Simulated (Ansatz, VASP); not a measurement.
## Na: VASP beside Ansatz

```
CELL_PARAMETERS angstrom
6.81633 0.00000 0.00000
0.00000 6.81633 0.00000
0.00000 0.00000 6.81633
ATOMIC_POSITIONS crystal
Na 0.00000 0.00000 0.00000
Na 0.50000 0.50000 0.50000
Na 0.25000 0.00000 0.50000
Na 0.75000 0.00000 0.50000
Na 0.50000 0.25000 0.00000
Na 0.50000 0.75000 0.00000
Na 0.00000 0.50000 0.25000
Na 0.00000 0.50000 0.75000
```

Alike in both runs: functional revPBE; k mesh 4 × 4 × 4; occupations fermi-dirac, width 0.1 eV; no spin polarisation.

Ansatz relaxed the structure, and its values are those at the end. VASP's run is a single point on that final structure, the one shown.

```csv
,VASP,Ansatz
version,VASP 6.6.1,Ansatz 0.2.0
potentials or method,"VASP PAW PBE potentials, release 64 (Na_pv), cutoff 520 eV","plane waves (420 eV) with PAW, scalar-relativistic"
valence electrons in the cell,56,72
```

```tsv
	VASP	Ansatz	Ansatz less VASP
pressure (GPa)	0.0	0.0	+0.01
```

VASP's potentials were made for PBE, not for revPBE. The functional is the same, so the differences come from potentials, cutoffs and numerics. VASP's potentials hold 56 valence electrons a cell and Ansatz's 72, so a difference there can come from the potentials and not from the codes.
